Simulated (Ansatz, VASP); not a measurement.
**Si4BN3: VASP beside Ansatz**

```xyz
16
Lattice="5.8735 0.0000 0.0000 0.0000 7.2157 0.0000 0.0000 0.0000 5.0568" Properties=species:S:1:pos:R:3 pbc="T T T"
Si    0.0000    0.6577    4.4284
Si    0.0000    6.1649    1.9776
Si    4.1333    5.2892    4.3264
Si    1.7402    5.2892    4.3264
Si    2.9367    6.5579    1.9001
Si    2.9367    1.0507    4.5060
Si    4.6770    1.9264    1.7980
Si    1.1965    1.9264    1.7980
B     0.0000    5.9078    0.0253
B     2.9367    1.3078    2.5537
N     2.9367    6.5363    0.0584
N     1.5766    5.6716    2.5928
N     4.2968    5.6716    2.5928
N     0.0000    0.6793    2.5868
N     1.3601    1.5441    0.0644
N     4.5134    1.5441    0.0644
```

Alike in both runs: functional PBE; k mesh 6 × 4 × 6; occupations gaussian, width 0.02 eV; no spin polarisation.

Ansatz relaxed the structure, and its values are those at the end. VASP's run is a single point on that final structure, the one shown.

```csv
,VASP,Ansatz
version,VASP 6.6.1,Ansatz 0.2.0
potentials or method,"VASP PAW PBE potentials, release 64 (Si, B, N), cutoff 520 eV","scalar-relativistic, plane waves, PAW"
valence electrons in the cell,68,68
```

```tsv
	VASP	Ansatz	Ansatz less VASP
gap on the k mesh at the Fermi level (eV)	0.85	0.85	+0.003
least direct gap on the mesh (eV)	1.04	1.04	+0.004
pressure (GPa)	-0.1	0.0	+0.12
rms of the force components (eV/Å)	0.006	0.000	-0.0056
```
